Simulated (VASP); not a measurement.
**Fe3I: single point with PBE**

Crystal: Fe3I.

```xyz
4
Lattice="4.1880 0.0000 0.0000 0.0000 4.1880 0.0000 0.0000 0.0000 4.1880" Properties=species:S:1:pos:R:3 pbc="T T T"
Fe    0.0000    2.0940    2.0940
Fe    2.0940    0.0000    2.0940
Fe    2.0940    2.0940    0.0000
I     0.0000    0.0000    0.0000
```

```json
{
  "Program": "VASP 6.6.1",
  "Task": "single point",
  "Functional": "PBE",
  "Potentials or basis": "VASP PAW PBE potentials, release 64 (Fe, I)",
  "Cutoff": "520 eV",
  "k mesh": "4 × 4 × 4",
  "Occupations": "gaussian, width 0.1 eV",
  "Spin": "collinear spin, ferromagnetic start",
  "Starting moments": "[4.0, 4.0, 4.0, 0.0] μB",
  "Dipole correction": "no",
  "Further INCAR settings": "ALGO = Normal; EDIFF = 1e-06; NBANDS = 28"
}
```

```yaml
Pressure: -11.6 GPa
Net_moment: 8.76 μB per cell
Site_moments: Fe +2.88; I +0.12 μB
Valence_electrons_inside_the_program's_atomic_spheres: Fe 6.75; I 4.22
```

Levels at points of the mesh, in eV from the Fermi level:
Spin up:
```tsv
k point	band 17	band 18	band 19	band 20	band 21	band 22	band 23	band 24
(0.00, 0.00, 0.00)	-1.72	-1.57	-1.57	-1.57	2.80	2.80	4.59	4.59
(0.50, 0.00, 0.00)	-1.57	-1.54	-1.54	-1.22	1.57	2.54	2.54	3.10
(0.50, 0.50, 0.00)	-2.12	-1.57	-1.57	-0.84	1.21	3.66	3.66	4.21
(0.50, 0.50, 0.50)	-1.69	-1.69	-1.69	-0.94	0.95	0.95	0.95	7.32
```
Spin down:
```tsv
k point	band 9	band 10	band 11	band 12	band 13	band 14
(0.00, 0.00, 0.00)	-1.53	-1.53	-0.26	0.32	0.32	0.32
(0.50, 0.00, 0.00)	-0.83	-0.83	-0.62	-0.07	-0.07	-0.03
(0.50, 0.50, 0.00)	-0.69	-0.69	-0.14	0.10	0.14	0.14
(0.50, 0.50, 0.50)	-0.59	-0.59	-0.59	0.27	0.38	0.38
```

Wall time 21 s on 1 thread of AMD EPYC 9R45 96-Core Processor (Zen 5), with other jobs on the host, peak memory 0.18 GiB.

Caveat: the k points lie up to 0.38 Å⁻¹ apart; spin-orbit coupling is left out, which moves the levels of the heavy elements.
